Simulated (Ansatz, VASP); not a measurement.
## Two plane-wave programs on Pb

```
Pb
1.0
     0.00000    2.44157    2.44157
     2.44157    0.00000    2.44157
     2.44157    2.44157    0.00000
Pb
1
Cartesian
  0.0000 0.0000 0.0000
```

Alike in both runs: task single point; functional LDA; k mesh 9 × 9 × 9; occupations fermi-dirac, width 0.05 eV; no spin polarisation.

|  | VASP | Ansatz |
| --- | --- | --- |
| version | VASP 6.6.1 | Ansatz 0.2.0 |
| potentials or method | VASP PAW LDA potentials, release 64 (Pb_d) | JTH PAW LDA |
| plane-wave cutoff (eV) | 520 | 1800 |
| valence electrons in the cell | 14 | 14 |

```tsv
	VASP	Ansatz	Ansatz less VASP
gap on the k mesh at the Fermi level (eV)	none	none	-
pressure (GPa)	-0.1	-0.1	0.00
```

LDA's correlation is that of Perdew and Zunger in VASP and of Perdew and Wang (1992) in Ansatz. A gap of «none» marks a metal or a gap that the smearing closes.

Spin-orbit coupling is off throughout.
